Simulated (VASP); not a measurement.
# Ti2Co (Fd-3m) in VASP: notebook

Ti2Co is run at these levels: r2SCAN; tasks: single point.

Everything below comes from runs of VASP 6.6.1. Logs are shortened: lines on timing, memory, paths and dates and some standing lists are left out, and cuts for length are marked.

## (1) The cell of the first run

It takes space group Fd-3m (No. 227, cubic). The conventional cell has a = 6.639 Å, b = 6.639 Å, c = 6.639 Å, α = 90.00°, β = 90.00°, γ = 90.00°. Ti (site symmetry -3m) has 6 Ti at 2.35 Å and 6 Co at 2.75 Å within 3.1 Å. Co (site symmetry -43m) has 12 Ti at 2.75 Å and 4 Co at 2.87 Å within 3.6 Å.

## (2) Single point, r2SCAN

File POSCAR:

```
Ti2Co
1.0
    0.0000000000      3.3195214520      3.3195214520
    3.3195214520      0.0000000000      3.3195214520
    3.3195214520      3.3195214520      0.0000000000
Ti Co
4 2
Direct
    0.1250000000      0.1250000000      0.1250000000
    0.6250000000      0.1250000000      0.1250000000
    0.1250000000      0.1250000000      0.6250000000
    0.1250000000      0.6250000000      0.1250000000
    0.5000000000      0.5000000000      0.5000000000
    0.7500000000      0.7500000000      0.7500000000
```

File INCAR.step1:

```
SYSTEM = Ti2Co
PREC = Accurate ; ENCUT = 520
ISMEAR = 0 ; SIGMA = 0.1
LREAL = .False. ; LASPH = .True.
NELM = 60 ; NBANDS = 42
GGA = PE ; ALGO = Normal
EDIFF = 1E-4 ; LWAVE = .True.
LCHARG = .False.
```

File INCAR.step2:

```
SYSTEM = Ti2Co
PREC = Accurate ; ENCUT = 520
EDIFF = 1E-6 ; ISMEAR = 0
SIGMA = 0.1 ; LREAL = .False.
LASPH = .True. ; NELM = 60
ALGO = Normal ; ISIF = 2
LWAVE = .False. ; LCHARG = .False.
METAGGA = R2SCAN ; LMIXTAU = .True.
NBANDS = 42 ; ISTART = 1
```

File KPOINTS:

```
regular mesh
0
Gamma
  10 10 10
  0 0 0
```

Potentials or basis: VASP PAW PBE potentials, release 64 (Ti_sv, Co).

On the command line:

```
$ cat potpaw_PBE.64/Ti_sv/POTCAR potpaw_PBE.64/Co/POTCAR > POTCAR
$ cp INCAR.step1 INCAR
$ mpirun -np 1 vasp_std > vasp.out
$ cp INCAR.step2 INCAR
$ mpirun -np 1 vasp_std > vasp.out
```

OUTCAR:

```text
SYSTEM = Ti2Co
   PREC = Accurate
   ENCUT = 520
   EDIFF = 1E-6
   ISMEAR = 0
   LREAL = .False.
   LASPH = .True.
   NELM = 60
   ISIF = 2
   METAGGA = R2SCAN
   ISTART = 1

 ion  position               nearest neighbor table
   1  0.125  0.125  0.125-   2 2.35   3 2.35   4 2.35   3 2.35   4 2.35   2 2.35   6 2.75   5 2.75
                             6 2.75   5 2.75   6 2.75   5 2.75
   2  0.625  0.125  0.125-   1 2.35   3 2.35   4 2.35   1 2.35   3 2.35   4 2.35   5 2.75   6 2.75
                             5 2.75   5 2.75   6 2.75   6 2.75
   3  0.125  0.125  0.625-   1 2.35   1 2.35   2 2.35   4 2.35   4 2.35   2 2.35   6 2.75   5 2.75
                             6 2.75   5 2.75   6 2.75   5 2.75
   4  0.125  0.625  0.125-   1 2.35   3 2.35   1 2.35   2 2.35   3 2.35   2 2.35   5 2.75   6 2.75
                             5 2.75   6 2.75   6 2.75   5 2.75
   5  0.500  0.500  0.500-   1 2.75   3 2.75   4 2.75   1 2.75   2 2.75   3 2.75   1 2.75   2 2.75
                             4 2.75   2 2.75   3 2.75   4 2.75   6 2.87   6 2.87   6 2.87   6 2.87
   6  0.750  0.750  0.750-   2 2.75   3 2.75   4 2.75   1 2.75   2 2.75   4 2.75   1 2.75   2 2.75
                             3 2.75   1 2.75   3 2.75   4 2.75   5 2.87   5 2.87   5 2.87   5 2.87

  LATTYP: Found a face centered cubic cell.
 ALAT       =     6.6390429040

  Lattice vectors:

 A1 = (   0.0000000000,   3.3195214520,   3.3195214520)
 A2 = (   3.3195214520,   0.0000000000,   3.3195214520)
 A3 = (   3.3195214520,   3.3195214520,   0.0000000000)

Analysis of symmetry for initial positions (statically):
=====================================================================
 Subroutine PRICEL returns:
 Original cell was already a primitive cell.

 Routine SETGRP: Setting up the symmetry group for a
 face centered cubic supercell.

 Subroutine GETGRP returns: Found 48 space group operations
 (whereof 24 operations were pure point group operations)
 out of a pool of 48 trial point group operations.

The static configuration has the point symmetry T_d .
 The point group associated with its full space group is O_h .

Analysis of symmetry for dynamics (positions and initial velocities):
=====================================================================
 Subroutine PRICEL returns:
 Original cell was already a primitive cell.

 Routine SETGRP: Setting up the symmetry group for a
 face centered cubic supercell.

 Subroutine GETGRP returns: Found 48 space group operations
 (whereof 24 operations were pure point group operations)
 out of a pool of 48 trial point group operations.

The dynamic configuration has the point symmetry T_d .
 The point group associated with its full space group is O_h .

 Subroutine INISYM returns: Found 48 space group operations
 (whereof 24 operations are pure point group operations),
 and found     1 'primitive' translations

----------------------------------------------------------------------------------------

                                     Primitive cell

  volume of cell :      73.1571

  direct lattice vectors                    reciprocal lattice vectors
     0.000000000  3.319521452  3.319521452    -0.150624121  0.150624121  0.150624121
     3.319521452  0.000000000  3.319521452     0.150624121 -0.150624121  0.150624121
     3.319521452  3.319521452  0.000000000     0.150624121  0.150624121 -0.150624121

  length of vectors
     4.694512258  4.694512258  4.694512258     0.260888630  0.260888630  0.260888630

  position of ions in fractional coordinates (direct lattice)
     0.125000000  0.125000000  0.125000000
     0.625000000  0.125000000  0.125000000
     0.125000000  0.125000000  0.625000000
     0.125000000  0.625000000  0.125000000
     0.500000000  0.500000000  0.500000000
     0.750000000  0.750000000  0.750000000

  ion indices of the primitive-cell ions
   primitive index   ion index
                 1           1
                 2           2
                 3           3
                 4           4
                 5           5
                 6           6

----------------------------------------------------------------------------------------

 KPOINTS: regular mesh

Automatic generation of k-mesh.
 Grid dimensions read from file:
 generate k-points for:   10   10   10

 Generating k-lattice:

  Cartesian coordinates                     Fractional coordinates (reciprocal lattice)
    -0.015062412  0.015062412  0.015062412     0.100000000  0.000000000  0.000000000
     0.015062412 -0.015062412  0.015062412     0.000000000  0.100000000  0.000000000
     0.015062412  0.015062412 -0.015062412     0.000000000  0.000000000  0.100000000

  Length of vectors
     0.026088863  0.026088863  0.026088863

  Shift w.r.t. Gamma in fractional coordinates (k-lattice)
     0.000000000  0.000000000  0.000000000

 Subroutine IBZKPT returns following result:
 ===========================================

 Found     47 irreducible k-points:

 Following reciprocal coordinates:
            Coordinates               Weight
  0.000000  0.000000  0.000000      1.000000
  0.100000  0.000000  0.000000      8.000000
  0.200000  0.000000  0.000000      8.000000
  0.300000  0.000000  0.000000      8.000000
  0.400000  0.000000  0.000000      8.000000
  0.500000  0.000000  0.000000      4.000000
[... 16 lines left out ...]
  0.300000  0.300000  0.000000      6.000000
  0.400000  0.300000  0.000000     24.000000
 [... further k-points ...]
   k-points           NKPTS =     47   k-points in BZ     NKDIM =     47   number of bands    NBANDS=     42
   number of dos      NEDOS =    301   number of ions     NIONS =      6
   total plane-waves  NPLWV =  46656
   dimension x,y,z NGX =    36 NGY =   36 NGZ =   36
   dimension x,y,z NGXF=    72 NGYF=   72 NGZF=   72
   ions per type =               4   2
   NGX,Y,Z   is equivalent  to a cutoff of  12.75, 12.75, 12.75 a.u.
   NGXF,Y,Z  is equivalent  to a cutoff of  25.50, 25.50, 25.50 a.u.
 SYSTEM =  Ti2Co
   PREC   = accura    normal or accurate (medium, high low for compatibility)
   ISTART =      1    job   : 0-new  1-cont  2-samecut
   ICHARG =      0    charge: 1-file 2-atom 10-const
   ISPIN  =      1    spin polarized calculation?
   LNONCOLLINEAR =      F non collinear calculations
   LSORBIT =      F    spin-orbit coupling
   LASPH  =      T    aspherical Exc in radial PAW
   ENCUT  =  520.0 eV  38.22 Ry    6.18 a.u.   8.73  8.73  8.73*2*pi/ulx,y,z
   NELM   =     60;   NELMIN=  2; NELMDL=  0     # of ELM steps
   EDIFF  = 0.1E-05   stopping-criterion for ELM
   LREAL  =      F    real-space projection
   EDIFFG = 0.1E-04   stopping-criterion for IOM
   NSW    =      0    number of steps for IOM
   IBRION =     -1    ionic relax: 0-MD 1-quasi-New 2-CG
   NFREE  =      0    steps in history (QN), initial steepest desc. (CG)
   ISIF   =      2    stress and relaxation
   ISYM   =      2    0-nonsym 1-usesym 2-fastsym
   POTIM  = 0.5000    time-step for ionic-motion
   TEBEG  =    0.0;   TEEND  =   0.0 temperature during run
   PSTRESS=    0.0 pullay stress
   NELECT =      66.0000    total number of electrons
   NUPDOWN=      -1.0000    fix difference up-down
   EMIN   =  10.00;   EMAX   =-10.00  energy-range for DOS
   EFERMI =   0.00;   METHOD = LEGACY
   ISMEAR =     0;   SIGMA  =   0.10  broadening in eV -4-tet -1-fermi 0-gaus
   EFERMI_NEDOS =   21; number of points for ismear=-14 and -15
   IALGO  =     38    algorithm
   IMIX   =      4    mixing-type and parameters
     AMIX     =   0.40;   BMIX     =  1.00
     AMIX_MAG =   1.60;   BMIX_MAG =  1.00
  volume/ion in A,a.u.               =      12.19        82.28
  Fermi-wavevector in a.u.,A,eV,Ry     =   1.581870  2.989300 34.046012  2.502311
  Thomas-Fermi vector in A             =   2.681879
   LORBIT       =      0    0 simple, 1 ext, 2 COOP (PROOUT), +10 PAW based schemes
   METAGGA = R2SCAN    functional components
   LHFCALC =     F    Hartree Fock is set to
   AEXX    =    0.0000 exact exchange contribution
   IVDW    =     0    specifies the selected vdW correction
   LEPSILON=     F    determine dielectric tensor
   LRPA    =     F    only Hartree local field effects (RPA)
 non-spin polarized calculation
 Gauss-broadening in eV      SIGMA  =   0.10
  energy-cutoff  :      520.00
  volume of cell :       73.16
 maximum number of plane-waves:      1989
   NGX = 17   NGY = 17   NGZ = 17

 number of electron      65.9999985 magnetization

 Free energy of the ion-electron system (eV)
  ---------------------------------------------------
  ext. energy  EPLUGINS =         0.00000000
  ---------------------------------------------------
  free energy    TOTEN  =       -73.51929360 eV

  energy without entropy =      -73.48104021  energy(sigma->0) =      -73.50016690

 E-fermi :  10.6845     XC(G=0): -14.1675

 val. band max:       10.6835816827   @ k =   0.4000   0.3000   0.1000
 cond. band min:      10.6858302953   @ k =  -0.2000   0.2000   0.0000
 fundamental gap:      0.0022486126
 Fermi energy:        10.6844628972

 k-point     1 :       0.0000    0.0000    0.0000
  band No.  band energies     occupation
      1     -47.9922      2.00000
      2     -47.1518      2.00000
      3     -47.1518      2.00000
      4     -47.1518      2.00000
      5     -25.3169      2.00000
      6     -23.6143      2.00000
[... 34 lines left out ...]
     41      15.3587      0.00000
     42      15.3588      0.00000

 k-point     2 :       0.1000    0.0000    0.0000
  band No.  band energies     occupation
      1     -47.9779      2.00000
      2     -47.1685      2.00000
      3     -47.1520      2.00000
      4     -47.1519      2.00000
      5     -25.2651      2.00000
      6     -23.6033      2.00000
[... 34 lines left out ...]
     41      15.0945      0.00000
     42      15.0946      0.00000

 k-point     3 :       0.2000    0.0000    0.0000
  band No.  band energies     occupation
      1     -47.9374      2.00000
      2     -47.2153      2.00000
      3     -47.1523      2.00000
      4     -47.1523      2.00000
      5     -25.1228      2.00000
      6     -23.5641      2.00000
[... 897 lines left out ...]
      4     -47.1538      2.00000
      5     -24.7392      2.00000
      6     -23.6838      2.00000
[... 34 lines left out ...]
     41      14.1495      0.00000
     42      14.1495      0.00000

 k-point    24 :       0.4000    0.3000    0.0000
  band No.  band energies     occupation
      1     -47.7704      2.00000
      2     -47.3988      2.00000
      3     -47.1543      2.00000
      4     -47.1542      2.00000
      5     -24.5482      2.00000
      6     -23.7114      2.00000
[... 34 lines left out ...]
     41      13.8875      0.00000
     42      13.9827      0.00000

 [... further k-points ...]

------------------------ aborting loop because EDIFF is reached ----------------------------------------

  FORCE on cell =-STRESS in cart. coord.  units (eV):
  Direction    XX          YY          ZZ          XY          YZ          ZX
  --------------------------------------------------------------------------------------
  -------------------------------------------------------------------------------------
  Total       13.4506950     13.4506950     13.4506950      0.0000000      0.0000000     -0.0000000
  in kB      294.5770248    294.5770248    294.5770248      0.0000000      0.0000000     -0.0000000
  external PRESSURE =     294.5770248 kB  Pullay stress =       0.0000000 kB

 VOLUME and BASIS-vectors are now :
 -----------------------------------------------------------------------------
  energy-cutoff  :      520.00
  volume of cell :       73.16
      direct lattice vectors                 reciprocal lattice vectors
     0.000000000  3.319521452  3.319521452    -0.150624121  0.150624121  0.150624121
     3.319521452  0.000000000  3.319521452     0.150624121 -0.150624121  0.150624121
     3.319521452  3.319521452  0.000000000     0.150624121  0.150624121 -0.150624121

 POSITION                                       TOTAL-FORCE (eV/Angst)
 -----------------------------------------------------------------------------------
      0.82988      0.82988      0.82988        -0.000000     -0.000000      0.000000
      0.82988      2.48964      2.48964        -0.000000     -0.000000      0.000000
      2.48964      2.48964      0.82988        -0.000000     -0.000000      0.000000
      2.48964      0.82988      2.48964        -0.000000     -0.000000      0.000000
      3.31952      3.31952      3.31952         0.000000      0.000000     -0.000000
      4.97928      4.97928      4.97928         0.000000      0.000000      0.000000
 -----------------------------------------------------------------------------------
    total drift:                                0.000000      0.000000      0.000000

  FREE ENERGIE OF THE ION-ELECTRON SYSTEM (eV)
  ---------------------------------------------------
  free  energy   TOTEN  =       -73.5192935994 eV

  energy  without entropy=      -73.4810402063  energy(sigma->0) =      -73.50016690
```

Run time: 21 min. Hardware: 1 thread of Intel Xeon 8259CL, shared host; peak memory 0.29 GiB.

What came out:

```yaml
Free_energy: -73.5193 eV
Pressure: 29.5 GPa
Band_gap_on_the_k_mesh: zero (bands 33 and 34 overlap by 0.74 eV)
```

Caveat: the cell stands under pressure; the PAW data sets were made with another functional, which shifts forces and pressure a little; the run has no spin polarisation, though such a crystal can be magnetic.

## (3) Single point, r2SCAN

This run uses another cell than the first one, of 12.70 Å³/atom.

Edit POSCAR of step 2 so:

```diff
@@ -2,5 +2,5 @@
 1.0
-    0.0000000000      3.3195214520      3.3195214520
-    3.3195214520      0.0000000000      3.3195214520
-    3.3195214520      3.3195214520      0.0000000000
+    0.0000000000      3.3650000000      3.3650000000
+    3.3650000000      0.0000000000      3.3650000000
+    3.3650000000      3.3650000000      0.0000000000
 Ti Co
```

File INCAR.step1:

```
ALGO = Normal
EDIFF = 1E-4
ENCUT = 520
GGA = PE
ISMEAR = 0
LASPH = True
LCHARG = False
LREAL = False
LWAVE = True
NBANDS = 42
NELM = 100
PREC = Accurate
SIGMA = 0.1
```

File INCAR.step2:

```
ALGO = Normal
EDIFF = 1E-6
ENCUT = 520
ISIF = 2
ISMEAR = 0
ISTART = 1
LASPH = True
LCHARG = False
LMIXTAU = True
LREAL = False
LWAVE = False
METAGGA = R2SCAN
NBANDS = 42
NELM = 100
PREC = Accurate
SIGMA = 0.1
```

File KPOINTS:

```
k-points
0
Gamma
  10 10 10
```

Potentials or basis: VASP PAW PBE potentials, release 64 (Ti_sv, Co).

On the command line:

```
$ cat potpaw_PBE.64/Ti_sv/POTCAR potpaw_PBE.64/Co/POTCAR > POTCAR
$ cp INCAR.step1 INCAR
$ mpirun -np 1 vasp_std > vasp.out
$ cp INCAR.step2 INCAR
$ mpirun -np 1 vasp_std > vasp.out
```

Wall time 23 min (1 thread of Intel Xeon 8259CL, shared host); peak memory 0.3 GiB.

Results (log left out):

```yaml
Free_energy: -73.9936 eV
Pressure: 20.6 GPa
Band_gap_on_the_k_mesh: zero (bands 33 and 34 overlap by 0.66 eV)
```

Levels at points of the mesh, in eV from the Fermi level:
| k point | band 29 | band 30 | band 31 | band 32 | band 33 | band 34 | band 35 | band 36 | band 37 | band 38 |
| --- | --- | --- | --- | --- | --- | --- | --- | --- | --- | --- |
| (0.00, 0.00, 0.00) | -1.07 | -1.07 | -1.07 | 0.07 | 0.07 | 0.14 | 0.14 | 0.14 | 4.18 | 4.19 |
| (0.50, 0.00, 0.00) | -0.58 | -0.46 | -0.46 | -0.36 | -0.23 | -0.23 | 1.14 | 1.19 | 1.19 | 1.86 |
| (0.50, 0.50, 0.00) | -0.70 | -0.70 | -0.34 | -0.34 | 0.39 | 0.39 | 0.77 | 0.77 | 1.73 | 1.73 |

Caveat: the cell stands under pressure; the PAW data sets were made with another functional, which shifts forces and pressure a little; the run has no spin polarisation, though such a crystal can be magnetic.

## (4) Single point, r2SCAN

This run uses another cell than the first one, of 13.21 Å³/atom.

Edit POSCAR of step 3 so:

```diff
@@ -2,5 +2,5 @@
 1.0
-    0.0000000000      3.3650000000      3.3650000000
-    3.3650000000      0.0000000000      3.3650000000
-    3.3650000000      3.3650000000      0.0000000000
+    0.0000000000      3.4092813939      3.4092813939
+    3.4092813939      0.0000000000      3.4092813939
+    3.4092813939      3.4092813939      0.0000000000
 Ti Co
```

File INCAR.step1:

```
SYSTEM = Ti2Co
PREC = Accurate ; ENCUT = 520
ISMEAR = 0 ; SIGMA = 0.1
LREAL = .False. ; LASPH = .True.
NELM = 80 ; NBANDS = 42
GGA = PE ; ALGO = Normal
EDIFF = 1E-4 ; LWAVE = .True.
LCHARG = .False.
```

File INCAR.step2:

```
SYSTEM = Ti2Co
PREC = Accurate ; ENCUT = 520
EDIFF = 1E-6 ; ISMEAR = 0
SIGMA = 0.1 ; LREAL = .False.
LASPH = .True. ; NELM = 80
ALGO = Normal ; ISIF = 2
LWAVE = .False. ; LCHARG = .True.
METAGGA = R2SCAN ; LMIXTAU = .True.
LELF = .True. ; LVHAR = .True.
NBANDS = 42 ; ISTART = 1
```

File KPOINTS:

```
regular mesh
0
Gamma
  10 10 10
  0 0 0
```

On the command line:

```
$ cat potpaw_PBE.64/Ti_sv/POTCAR potpaw_PBE.64/Co/POTCAR > POTCAR
$ cp INCAR.step1 INCAR
$ mpirun -np 1 vasp_std > vasp.out
$ cp INCAR.step2 INCAR
$ mpirun -np 1 vasp_std > vasp.out
```

Wall time 19 min (1 thread of Intel Xeon 8259CL, shared host); peak memory 0.3 GiB.

The run converged. Its results:

```
Free energy            : -74.3131 eV
Pressure               : 13.1 GPa
Band gap on the k mesh : zero (bands 33 and 34 overlap by 0.60 eV)
```

Levels at points of the mesh, in eV from the Fermi level:
| k point | band 30 | band 31 | band 32 | band 33 | band 34 | band 35 | band 36 | band 37 |
| --- | --- | --- | --- | --- | --- | --- | --- | --- |
| (0.00, 0.00, 0.00) | -1.02 | -1.02 | 0.08 | 0.08 | 0.13 | 0.13 | 0.13 | 4.02 |
| (0.50, 0.00, 0.00) | -0.42 | -0.42 | -0.36 | -0.22 | -0.22 | 0.99 | 1.13 | 1.13 |
| (0.50, 0.50, 0.00) | -0.75 | -0.32 | -0.32 | 0.34 | 0.34 | 0.73 | 0.73 | 1.67 |

Caveat: the cell stands under pressure; the PAW data sets were made with another functional, which shifts forces and pressure a little; the run has no spin polarisation, though such a crystal can be magnetic.

(Continued in part 2 of 2.)
